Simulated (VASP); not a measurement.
**SnW4: relaxation of cell and atoms with PBE**

SnW4:

```
Sn W
1.0
     0.00000    3.77421    3.77421
     3.77421    0.00000    3.77421
     3.77421    3.77421    0.00000
Sn W
1 4
Direct
  0.25000 0.25000 0.25000
  0.87285 0.38145 0.87285
  0.87285 0.87285 0.87285
  0.38145 0.87285 0.87285
  0.87285 0.87285 0.38145
```

The cell was built from a structure type or drawn by symmetry, and may not be a known phase.

| Property | Result |
| --- | --- |
| Program | VASP 6.6.1 |
| Task | relaxation of cell and atoms |
| Functional | PBE |
| Potentials or basis | VASP PAW PBE potentials, release 64 (Sn_d, W_sv) |
| Cutoff | 600 eV |
| k mesh | 10 × 10 × 10 |
| Occupations | gaussian, width 0.1 eV |
| Spin | no spin polarisation |
| Dipole correction | no |
| Further INCAR settings | ALGO = Fast; EDIFF = 1e-06; IBRION = 2; EDIFFG = -0.01; NSW = 100; ISIF = 3 |

```yaml
Relaxed_volume: 21.52 Å³/atom
Relaxed_cell: a = 5.339 Å, b = 5.339 Å, c = 5.339 Å, α = 60.00°, β = 60.00°, γ = 60.00°
Space_group_after_relaxing_to_0.1_Å: F-43m (No. 216)
Energy_gained_by_relaxing: 0.3 meV/atom
Ionic_steps: 5
Pressure_after_relaxing: 0.0 GPa
Band_gap_on_the_k_mesh: zero (bands 35 and 36 overlap by 1.56 eV)
```

Step by step:
```tsv
step	energy change (eV)	largest force (eV/Å)	pressure (GPa)	volume (Å³)
1	0.0000	0.1435	0.00	107.53
2	-0.0015	0.0382	0.17	107.53
3	-0.0016	0.0005	0.13	107.53
4	-0.0015	0.0009	-0.24	107.79
5	-0.0016	0.0004	0.03	107.61
```

Final structure:
```xyz
5
Lattice="0.0000 3.7752 3.7752 3.7752 0.0000 3.7752 3.7752 3.7752 0.0000" Properties=species:S:1:pos:R:3 pbc="T T T"
Sn    1.8876    1.8876    1.8876
W     4.7385    6.5871    4.7385
W     6.5871    6.5871    6.5871
W     6.5871    4.7385    4.7385
W     4.7385    4.7385    6.5871
```

Levels at points of the mesh, in eV from the Fermi level:
```tsv
k point	band 31	band 32	band 33	band 34	band 35	band 36	band 37	band 38	band 39	band 40
(0.00, 0.00, 0.00)	-2.55	-0.24	1.13	1.13	1.13	2.39	2.39	2.39	2.48	2.48
(0.50, 0.00, 0.00)	-1.41	-1.41	-1.00	-0.58	-0.58	-0.24	-0.24	1.74	2.17	2.46
(0.50, 0.50, 0.00)	-2.06	-1.54	-1.17	-0.44	-0.44	-0.43	0.10	0.19	0.19	1.76
```

It took 22 min on 1 thread of AMD EPYC 7R13 Processor (Zen 3), on a shared host, peak memory 0.45 GiB.

Caveat: spin-orbit coupling is left out, which moves the levels of the heavy elements.
